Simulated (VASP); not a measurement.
Set up this calculation in VASP 6.6.1, as the native input.

```yaml
Task: single point
Functional: PBE
Potentials_or_basis: VASP PAW PBE potentials, release 64 (In_d)
Cutoff: 520 eV
k_mesh: 18 × 18 × 18
Occupations: gaussian, width 0.1 eV
Spin: no spin polarisation
Dipole_correction: no
k_mesh_for_the_DOS: 27 × 27 × 27
Occupations_for_the_DOS: tetrahedron
Further_INCAR_settings: ALGO = Fast; EDIFF = 1e-07
```

The system is In.

```xyz
1
Lattice="-1.6951 1.6951 2.3923 1.6951 -1.6951 2.3923 1.6951 1.6951 -2.3923" Properties=species:S:1:pos:R:3 pbc="T T T"
In    0.0000    0.0000    0.0000
```

One way to write it, as run:

POSCAR

```
In
1.0
   -1.6950972355      1.6950972355      2.3922503915
    1.6950972355     -1.6950972355      2.3922503915
    1.6950972355      1.6950972355     -2.3922503915
In
1
Direct
    0.0000000000      0.0000000000      0.0000000000
```

INCAR.step1

```
PREC     = Accurate       # precision mode
ENCUT    = 520            # plane-wave cutoff, eV
EDIFF    = 1E-7           # SCF threshold, eV
ISMEAR   = 0              # smearing method
SIGMA    = 0.1            # smearing width, eV
LREAL    = False          # projectors in reciprocal space
LASPH    = True           # aspherical terms in the spheres
NELM     = 100            # most SCF steps
ALGO     = Fast           # electronic algorithm
ISIF     = 2              # what is computed and relaxed
LWAVE    = False          # write WAVECAR
LCHARG   = True           # write CHGCAR
GGA      = PE             # functional
NBANDS   = 12             # bands
```

KPOINTS.step1

```
regular mesh
0
Gamma
  18 18 18
```

INCAR.step2

```
PREC     = Accurate       # precision mode
ENCUT    = 520            # plane-wave cutoff, eV
EDIFF    = 1E-7           # SCF threshold, eV
ISMEAR   = -5             # smearing method
SIGMA    = 0.1            # smearing width, eV
LREAL    = False          # projectors in reciprocal space
LASPH    = True           # aspherical terms in the spheres
NELM     = 100            # most SCF steps
ALGO     = Fast           # electronic algorithm
ISIF     = 2              # what is computed and relaxed
LWAVE    = False          # write WAVECAR
LCHARG   = False          # write CHGCAR
GGA      = PE             # functional
LORBIT   = 10             # projections on sites
NEDOS    = 2001           # points of the DOS
ICHARG   = 11             # starting density
```

KPOINTS.step2

```
regular mesh
0
Gamma
  27 27 27
```

Potentials or basis: VASP PAW PBE potentials, release 64 (In_d).

Command:

```console
$ cat potpaw_PBE.64/In_d/POTCAR > POTCAR
$ cp INCAR.step1 INCAR
$ cp KPOINTS.step1 KPOINTS
$ mpirun -np 1 vasp_std > vasp.out
$ cp INCAR.step2 INCAR
$ cp KPOINTS.step2 KPOINTS
$ mpirun -np 1 vasp_std > vasp.out
```

Results of the run:

```
Valence electrons inside the program's atomic spheres : In 11.31
```

Wall time 5.3 min on 1 thread of Intel(R) Xeon(R) Platinum 8559C (Emerald Rapids), with other jobs on the host, peak memory 0.53 GiB.
